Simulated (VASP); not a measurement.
Crystal: Zn.

```xyz
1
Lattice="0.0000 1.9516 1.9516 1.9516 0.0000 1.9516 1.9516 1.9516 0.0000" Properties=species:S:1:pos:R:3 pbc="T T T"
Zn    0.0000    0.0000    0.0000
```

This cell differs from its parent crystal: volume scaled by 0.98.

Base run:

```yaml
Program: VASP 6.6.1
Functional: PBEsol
Potentials_or_basis: VASP PAW PBE potentials, release 64 (Zn)
Cutoff: 520 eV
k_mesh: 12 × 12 × 12
Occupations: fermi-dirac, width 0.05 eV
Spin: no spin polarisation
```

Its results: band gap on the k mesh zero (band 6 reaches 5.31 eV, above the bottom of band 7 at 1.70 eV); pressure -3.6 GPa.

**Question.** The run is repeated on the same cell with these changes: functional from PBEsol to PBE; further incar settings from ALGO = Normal; EDIFF = 1e-06; NBANDS = 12 to ALGO = Fast; EDIFF = 1e-06; NBANDS = 12. What comes out?

**Answer.** Band gap on the k mesh zero (band 6 reaches 5.49 eV, above the bottom of band 7 at 1.88 eV); pressure 1.6 GPa.

Caveats: the PAW data sets were made with another functional, which shifts forces and pressure a little (some runs).
